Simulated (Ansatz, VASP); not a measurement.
## SiF2 in VASP and in Ansatz

```
CELL_PARAMETERS angstrom
4.97999 0.00000 0.00000
0.00000 5.14174 0.00000
0.00000 0.00000 3.50901
ATOMIC_POSITIONS crystal
Si 0.00000 0.00000 0.00000
Si 0.50000 0.50000 0.50000
F 0.28710 0.28742 0.00000
F 0.71290 0.71258 0.00000
F 0.78710 0.21258 0.50000
F 0.21290 0.78742 0.50000
```

Alike in both runs: functional PBE; k mesh 4 × 4 × 6; occupations gaussian, width 0.1 eV; no spin polarisation.

Ansatz relaxed the structure, and its values are those at the end. VASP's run is a single point on that final structure, the one shown.

|  | VASP | Ansatz |
| --- | --- | --- |
| version | VASP 6.6.1 | Ansatz 0.2.0 |
| potentials or method | VASP PAW PBE potentials, release 64 (Si, F), cutoff 520 eV | scalar-relativistic, plane waves, PAW |
| valence electrons in the cell | 36 | 36 |

Ansatz gave:

| Quantity | Value |
| --- | --- |
| gap on the k mesh at the Fermi level (eV) | 1.79 |
| least direct gap on the mesh (eV) | 1.81 |
| pressure (GPa) | 0.1 |
| rms of the force components (eV/Å) | 0.001 |

What did VASP give for the same quantities?

gap on the k mesh at the Fermi level (eV): 1.78; least direct gap on the mesh (eV): 1.81; pressure (GPa): -0.2; rms of the force components (eV/Å): 0.007.
